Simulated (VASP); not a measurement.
Crystal: Si.

```
Si
1.0
     0.00000    2.71639    2.71639
     2.71639    0.00000    2.71639
     2.71639    2.71639    0.00000
Si
2
Cartesian
  0.0000 0.0000 0.0000
  1.3582 1.3582 1.3582
```

Base run:

```yaml
Program: VASP 6.6.1
Functional: PBE
Potentials_or_basis: VASP PAW PBE potentials, release 64 (Si)
Cutoff: 500 eV
k_mesh: 8 × 8 × 8
Occupations: fermi-dirac, width 0.05 eV
Spin: no spin polarisation
```

Its results: band gap on the k mesh 0.62 eV, indirect (least direct gap 2.56 eV); pressure 1.8 GPa.

Task: The run is repeated on the same cell with these changes: functional from PBE to PBEsol; cutoff from 500 eV to 520 eV. What comes out?

Result: Band gap on the k mesh 0.50 eV, indirect (least direct gap 2.52 eV); pressure 0.2 GPa.

PBEsol binds more tightly than PBE, so the same cell stands under less pressure.

Caveats: the PAW data sets were made with another functional, which shifts forces and pressure a little (some runs).

A k mesh can miss the band edges.
